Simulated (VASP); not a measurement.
# ZnIn2Cl4 (I4/mmm) in VASP: notebook, part 2 of 2

VASP 6.6.1. Earlier steps stand in the parts before.

## Step 5: Single point, LDA

This run uses another cell than the first one, of 32.46 Å³/atom, 1.173 times its volume.

INCAR reads:

```
  PREC = Accurate
  ENCUT = 520
  EDIFF = 1E-6
  ISMEAR = 0
  SIGMA = 0.02
  LREAL = False
  LASPH = True
  NELM = 60
  ALGO = Normal
  ISIF = 2
  LWAVE = False
  LCHARG = True
  GGA = CA
  LELF = True
  LVHAR = True
  NBANDS = 42
```

KPOINTS reads:

```
Automatic mesh
0
Gamma
  6 6 6
```

POSCAR reads:

```
ZnIn2Cl4
1.0
   -3.7232842939      3.7232842939      4.0981990290
    3.7232842939     -3.7232842939      4.0981990290
    3.7232842939      3.7232842939     -4.0981990290
Zn In Cl
1 2 4
Direct
    0.0000000000      0.0000000000      0.0000000000
    0.7500000000      0.2500000000      0.5000000000
    0.2500000000      0.7500000000      0.5000000000
    0.2240224749      0.2240224749      0.4480449498
    0.2240224749      0.7759775251      0.0000000000
    0.7759775251      0.7759775251      0.5519550502
    0.7759775251      0.2240224749      0.0000000000
```

Potentials or basis: VASP PAW LDA potentials, release 64 (Zn, In_d, Cl).

Run with:

```bash
$ cat potpaw_LDA.64/Zn/POTCAR potpaw_LDA.64/In_d/POTCAR potpaw_LDA.64/Cl/POTCAR > POTCAR
$ mpirun -np 1 vasp_std > vasp.out
```

OUTCAR:

```text
PREC = Accurate
   ENCUT = 520
   EDIFF = 1E-6
   ISMEAR = 0
   LREAL = False
   LASPH = True
   NELM = 60
   ISIF = 2
   GGA = CA

 ion  position               nearest neighbor table
   1  0.000  0.000  0.000-   4 2.36   6 2.36   5 2.36   7 2.36
   2  0.750  0.250  0.500-
   3  0.250  0.750  0.500-
   4  0.224  0.224  0.448-   1 2.36
   5  0.224  0.776  0.000-   1 2.36
   6  0.776  0.776  0.552-   1 2.36
   7  0.776  0.224  0.000-   1 2.36

[... 1289 lines left out ...]
  -------------------------------------------------------------------------------------
  Total       -4.8031727     -4.8031727     -3.4603868      0.0000000     -0.0000000      0.0000000
  in kB      -33.8636172    -33.8636172    -24.3966273      0.0000000     -0.0000000      0.0000000
  external PRESSURE =     -30.7079539 kB  Pullay stress =       0.0000000 kB

 VOLUME and BASIS-vectors are now :
 -----------------------------------------------------------------------------
  energy-cutoff  :      520.00
  volume of cell :      227.25
      direct lattice vectors                 reciprocal lattice vectors
    -3.723284294  3.723284294  4.098199029     0.000000000  0.134290041  0.122004811
     3.723284294 -3.723284294  4.098199029     0.134290041  0.000000000  0.122004811
     3.723284294  3.723284294 -4.098199029     0.134290041  0.134290041  0.000000000

 POSITION                                       TOTAL-FORCE (eV/Angst)
 -----------------------------------------------------------------------------------
      0.00000      0.00000      0.00000        -0.000000      0.000000     -0.000000
      0.00000      3.72328      2.04910        -0.000000      0.000000     -0.000000
      3.72328      0.00000      2.04910         0.000000      0.000000     -0.000000
      1.66820      1.66820      0.00000        -0.251492     -0.251492     -0.000000
      2.05509     -2.05509      4.09820         0.251492     -0.251492      0.000000
      2.05509      2.05509      4.09820         0.251492      0.251492     -0.000000
     -2.05509      2.05509      4.09820        -0.251492      0.251492      0.000000
 -----------------------------------------------------------------------------------
    total drift:                               -0.000000     -0.000000      0.000000

  FREE ENERGIE OF THE ION-ELECTRON SYSTEM (eV)
  ---------------------------------------------------
  free  energy   TOTEN  =       -22.6021062111 eV

  energy  without entropy=      -22.6021062111  energy(sigma->0) =      -22.60210621
```

OSZICAR:

```text
N       E                     dE             d eps       ncg     rms          rms(c)
DAV:   1     0.648033987507E+03    0.64803E+03   -0.29235E+04  2520   0.164E+03
DAV:   2     0.955874296782E+02   -0.55245E+03   -0.52831E+03  2610   0.405E+02
DAV:   3    -0.165050500043E+02   -0.11209E+03   -0.10854E+03  3328   0.180E+02
DAV:   4    -0.237155134254E+02   -0.72105E+01   -0.71616E+01  2828   0.479E+01
DAV:   5    -0.239963335390E+02   -0.28082E+00   -0.28068E+00  3362   0.108E+01    0.869E+00
DAV:   6    -0.227076711342E+02    0.12887E+01   -0.21792E+00  3800   0.285E+01    0.624E+00
DAV:   7    -0.226214495522E+02    0.86222E-01   -0.13150E+00  3020   0.492E+00    0.276E+00
DAV:   8    -0.226067992286E+02    0.14650E-01   -0.19673E-01  3180   0.368E+00    0.723E-01
DAV:   9    -0.226008161289E+02    0.59831E-02   -0.27195E-02  3166   0.245E+00    0.259E-01
DAV:  10    -0.226017505334E+02   -0.93440E-03   -0.63444E-03  3180   0.531E-01    0.275E-01
DAV:  11    -0.226020514632E+02   -0.30093E-03   -0.57201E-04  3222   0.154E-01    0.104E-01
DAV:  12    -0.226021010997E+02   -0.49637E-04   -0.20733E-04  3046   0.166E-01    0.246E-02
DAV:  13    -0.226021022284E+02   -0.11287E-05   -0.25474E-05  3038   0.552E-02    0.165E-02
DAV:  14    -0.226021062422E+02   -0.40138E-05   -0.10039E-05  2562   0.233E-02    0.322E-03
DAV:  15    -0.226021062111E+02    0.31138E-07   -0.26533E-06  2552   0.155E-02
   1 F= -.22602106E+02 E0= -.22602106E+02  d E =-.810195E-14
```

Wall time 3.7 min (1 thread of Intel Xeon Platinum 8488C (Sapphire Rapids), shared host); peak memory 0.43 GiB.

What came out:

* Free energy: -22.6021 eV
* Pressure: -3.1 GPa
* Largest force: 0.356 eV/Å
* Band gap on the k mesh: 2.09 eV, direct

Forces in eV/Å, atoms in the order of the input:
```
Zn   0.000  0.000  0.000
In   0.000  0.000  0.000
In   0.000  0.000  0.000
Cl  -0.251 -0.251  0.000
Cl   0.251 -0.251  0.000
Cl   0.251  0.251  0.000
Cl  -0.251  0.251  0.000
```

Stress tensor (GPa, compression positive):
```
-3.39  0.00  0.00
 0.00 -3.39  0.00
 0.00  0.00 -2.44
```

Levels at points of the mesh, in eV from the valence-band top:
```tsv
k point	band 31	band 32	band 33	band 34	band 35	band 36
(0.00, 0.00, 0.00)	-1.54	-1.21	-0.98	2.65	3.62	4.38
(0.50, 0.00, 0.00)	-1.11	-0.72	-0.60	3.18	3.34	3.65
(0.50, 0.50, 0.00)	-1.54	-0.71	-0.35	2.88	3.58	3.77
(0.50, 0.50, 0.50)	-1.02	-0.17	0.00	2.09	2.95	2.95
```

Caveat: spin-orbit coupling is left out, which moves the levels of the heavy elements. A k mesh can miss the band edges.

## Step 6: Summary

| level | potentials or basis | cell | k mesh | smearing | gap on the mesh (eV) | pressure (GPa) | largest force (eV/Å) |
| --- | --- | --- | --- | --- | --- | --- | --- |
| PBE | VASP PAW PBE potentials, release 64 (Zn, In_d, Cl) | a = 6.409 Å, angles 117.0, 117.0, 95.2°, 7 atoms | 4 × 4 × 4 | gaussian 0.1 eV | 2.51 | 14.0 | 5.51 |
| PBE | VASP PAW PBE potentials, release 64 (Zn, In_d, Cl) | a = 6.684 Å, angles 112.9, 112.9, 102.8°, 7 atoms | 4 × 4 × 4 | gaussian 0.1 eV | 2.38 | 0.0 | 0.05 |
| PBE | VASP PAW PBE potentials, release 64 (Zn, In_d, Cl) | a = 6.672 Å, angles 112.2, 112.2, 104.2°, 7 atoms | 6 × 6 × 6 | gaussian 0.02 eV | 2.25 | 0.0 | 0.01 |
| LDA | VASP PAW LDA potentials, release 64 (Zn, In_d, Cl) | a = 6.672 Å, angles 112.2, 112.2, 104.2°, 7 atoms | 6 × 6 × 6 | gaussian 0.02 eV | 2.09 | -3.1 | 0.36 |

Alike in all rows: task single point; no spin polarisation; cutoff (eV) 520.

Caveats: spin-orbit coupling is left out, which moves the levels of the heavy elements; forces of over 1 eV/Å act on the atoms, so gaps and moduli don't describe the material at rest (some runs).

Total energies depend on the potentials used, so only differences within one code and one set of settings carry meaning.
